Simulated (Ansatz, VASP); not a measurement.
# GaSe: VASP beside Ansatz

```
CELL_PARAMETERS angstrom
3.81866 0.00000 0.00000
-1.90933 3.30706 0.00000
0.00000 0.00000 18.21155
ATOMIC_POSITIONS crystal
Ga 0.33333 0.66667 0.18222
Ga 0.66667 0.33333 0.68222
Ga 0.33333 0.66667 0.31778
Ga 0.66667 0.33333 0.81778
Se 0.33333 0.66667 0.61800
Se 0.66667 0.33333 0.11800
Se 0.33333 0.66667 0.88200
Se 0.66667 0.33333 0.38200
```

Alike in both runs: functional PBE; k mesh 6 × 6 × 2; no spin polarisation.

Ansatz relaxed the structure, and its values are those at the end. VASP's run is a single point on that final structure, the one shown.

```csv
,VASP,Ansatz
version,VASP 6.6.1,Ansatz 0.2.0
potentials or method,"VASP PAW PBE potentials, release 64 (Ga_d, Se), cutoff 500 eV","plane waves, PAW"
occupations,"gaussian, width 0.01 eV",fixed
valence electrons in the cell,76,116
```

|  | VASP | Ansatz | Ansatz less VASP |
| --- | --- | --- | --- |
| pressure (GPa) | 0.1 | 0.0 | -0.12 |
| rms of the force components (eV/Å) | 0.013 | 0.001 | -0.0126 |

VASP's potentials hold 76 valence electrons a cell and Ansatz's 116, so a difference there can come from the potentials and not from the codes.
